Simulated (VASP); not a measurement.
# ZrB2 (P6/mmm) in VASP: further runs, part 2 of 2

VASP 6.6.1.

## Step 3: Relaxation of cell and atoms, PBE

This run uses another cell than the first one, of 10.22 Å³/atom, 0.994 times its volume.

Contents of INCAR:

```
PREC = Accurate
ENCUT = 600
EDIFF = 1E-6
ISMEAR = 0
SIGMA = 0.1
LREAL = F
LASPH = T
NELM = 100
ALGO = Normal
ISIF = 3
LWAVE = F
LCHARG = F
GGA = PE
IBRION = 2
NSW = 80
EDIFFG = -0.005
```

Contents of KPOINTS:

```
Automatic mesh
0
Gamma
  18 18 12
```

Contents of POSCAR:

```
ZrB2
1.0
    3.1670000000      0.0000000000      0.0000000000
   -1.5835000000      2.7427024538      0.0000000000
    0.0000000000      0.0000000000      3.5310000000
Zr B
1 2
Direct
    0.0000000000      0.0000000000      0.0000000000
    0.3333333333      0.6666666667      0.5000000000
    0.6666666667      0.3333333333      0.5000000000
```

Potentials or basis: VASP PAW PBE potentials, release 64 (Zr_sv, B).

The run is started by

```
$ cat potpaw_PBE.64/Zr_sv/POTCAR potpaw_PBE.64/B/POTCAR > POTCAR
$ mpirun -np 1 vasp_std > vasp.out
```

OUTCAR:

```text
PREC = Accurate
   ENCUT = 600
   EDIFF = 1E-6
   ISMEAR = 0
   LREAL = F
   LASPH = T
   NELM = 100
   ISIF = 3
   GGA = PE
   IBRION = 2
   NSW = 80
   EDIFFG = -0.005

 ion  position               nearest neighbor table
   1  0.000  0.000  0.000-   2 2.54   3 2.54   2 2.54   3 2.54   3 2.54   3 2.54   2 2.54   2 2.54
                             3 2.54   3 2.54   2 2.54   2 2.54
   2  0.333  0.667  0.500-   3 1.83   3 1.83   3 1.83   1 2.54   1 2.54   1 2.54   1 2.54   1 2.54
                             1 2.54
   3  0.667  0.333  0.500-   2 1.83   2 1.83   2 1.83   1 2.54   1 2.54   1 2.54   1 2.54   1 2.54
                             1 2.54

  LATTYP: Found a hexagonal cell.
 ALAT       =     3.1670000000
 C/A-ratio  =     1.1149352700

  Lattice vectors:

 A1 = (   3.1670000000,   0.0000000000,   0.0000000000)
 A2 = (  -1.5835000000,   2.7427024538,   0.0000000000)
 A3 = (   0.0000000000,   0.0000000000,   3.5310000000)

[... 342 lines left out ...]

 k-point     1 :       0.0000    0.0000    0.0000
  band No.  band energies     occupation
      1     -38.1657      2.00000
      2     -16.3522      2.00000
      3     -15.7993      2.00000
      4     -15.7993      2.00000
      5      -2.2335      2.00000
      6       7.8747      2.00000
      7       7.8747      2.00000
      8       7.9009      2.00000
      9       8.1112      2.00000
     10      13.8660      0.00000
     11      13.8660      0.00000
     12      14.6185      0.00000
     13      14.6185      0.00000
[... 354 lines left out ...]
  band No.  band energies     occupation
      1     -38.0503      2.00000
      2     -16.6707      2.00000
      3     -16.1796      2.00000
      4     -16.0757      2.00000
      5       1.1644      2.00000
      6       2.6550      2.00000
      7       6.2142      2.00000
      8       6.7666      2.00000
      9       9.0730      2.00000
     10      10.8676      0.00000
     11      13.7984      0.00000
     12      14.9992      0.00000
     13      15.5152      0.00000

 [... further k-points ...]
[... 5 lines left out ...]
  --------------------------------------------------------------------------------------
  -------------------------------------------------------------------------------------
  Total       -0.0061991     -0.0061991     -0.0023451      0.0000000      0.0000000      0.0000000
  in kB       -0.3217575     -0.3217575     -0.1217200      0.0000000      0.0000000      0.0000000
  external PRESSURE =      -0.2550783 kB  Pullay stress =       0.0000000 kB
[... 18 lines left out ...]
  FREE ENERGIE OF THE ION-ELECTRON SYSTEM (eV)
  ---------------------------------------------------
  free  energy   TOTEN  =       -24.9809830160 eV

  energy  without entropy=      -24.9798509157  energy(sigma->0) =      -24.98041697

 reached required accuracy - stopping structural energy minimisation
```

It took 2.7 min on 1 thread of Intel Xeon 6975P-C, shared host; peak memory 0.27 GiB.

Results:

```
Free energy                            : -24.9810 eV
Relaxed volume                         : 10.29 Å³/atom
Relaxed cell                           : a = 3.172 Å, b = 3.172 Å, c = 3.543 Å, α = 90.00°, β = 90.00°, γ = 120.00°
Space group after relaxing (to 0.05 Å) : P6/mmm (No. 191)
Energy gained by relaxing              : 0.3 meV/atom
Ionic steps                            : 5
Pressure after relaxing                : 0.0 GPa
Band gap on the k mesh                 : zero (band 9 reaches 11.26 eV, above the bottom of band 10 at 9.96 eV)
```

The path:
```
step  energy change (eV)  largest force (eV/Å)  pressure (GPa)  volume (Å³)
   1              0.0000                0.0000            1.51        30.67
   2              0.0004                0.0000           -1.80        31.10
   3             -0.0009                0.0000           -0.03        30.87
   4             -0.0009                0.0000           -0.05        30.87
   5             -0.0010                0.0000           -0.03        30.87
```

Final structure:
```
Zr B
1.0
     3.17164    0.00000    0.00000
    -1.58582    2.74672    0.00000
     0.00000    0.00000    3.54335
Zr B
1 2
Direct
  0.00000 0.00000 0.00000
  0.33333 0.66667 0.50000
  0.66667 0.33333 0.50000
```
